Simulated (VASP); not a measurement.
A run of VASP 6.6.1 is set up as follows.

The input INCAR:

```
PREC     = Accurate       # precision mode
ENCUT    = 400            # plane-wave cutoff, eV
EDIFF    = 1E-6           # SCF threshold, eV
ISMEAR   = 0              # smearing method
SIGMA    = 0.05           # smearing width, eV
LREAL    = False          # projectors in reciprocal space
LASPH    = True           # aspherical terms in the spheres
NELM     = 120            # most SCF steps
ALGO     = Normal         # electronic algorithm
ISIF     = 2              # what is computed and relaxed
LWAVE    = False          # write WAVECAR
LCHARG   = True           # write CHGCAR
GGA      = PE             # functional
LELF     = True           # ELF
LVHAR    = True         
NBANDS   = 36             # bands
NELECT   = 48.0         
GGA_COMPAT= False
```

Contents of KPOINTS:

```
Automatic mesh
0
Gamma
  4 4 4
```

Contents of POSCAR:

```
Al6P6H
1.0
   -5.5065207324     -2.7532603662      2.7532603662
   -2.7532603662      2.7532603662      5.5065207324
   -5.5065207324      2.7532603662     -2.7532603662
Al P H
6 6 1
Direct
    0.1666666667      0.6666666667      0.5000000000
    0.6666666667      0.6666666667      0.0000000000
    0.5000000000      0.0000000000      0.5000000000
    0.0000000000      0.0000000000      0.0000000000
    0.3333333333      0.3333333333      0.0000000000
    0.8333333333      0.3333333333      0.5000000000
    0.1250000000      1.0000000000      0.6250000000
    0.6250000000      1.0000000000      0.1250000000
    0.4583333333      0.3333333333      0.6250000000
    0.9583333333      0.3333333333      0.1250000000
    0.2916666667      0.6666666667      0.1250000000
    0.7916666667      0.6666666667      0.6250000000
    0.6643759141      0.3518243522      0.0625103124
```

Potentials or basis: VASP PAW PBE potentials, release 64 (Al, P, H).

Run with:

```sh
$ cat potpaw_PBE.64/Al/POTCAR potpaw_PBE.64/P/POTCAR potpaw_PBE.64/H/POTCAR > POTCAR
$ mpirun -np 1 vasp_std > vasp.out
```

**Question.** Estimate the largest force.

**Answer.** 0.880 eV/Å.

Forces on the atoms (eV/Å):
```
Al  -0.313  0.185 -0.302
Al   0.346 -0.168  0.676
Al  -0.238  0.249 -0.170
Al   0.494 -0.479  0.263
Al   0.278 -0.610  0.560
Al  -0.236  0.395 -0.379
P    0.036 -0.034  0.098
P   -0.134  0.228 -0.059
P    0.011  0.003  0.021
P    0.559  0.396 -0.552
P   -0.163 -0.192 -0.405
P    0.051 -0.094  0.024
H   -0.690  0.121  0.226
```

Caveat: the cell carries a net charge on a neutralising background, which shifts energy and pressure.
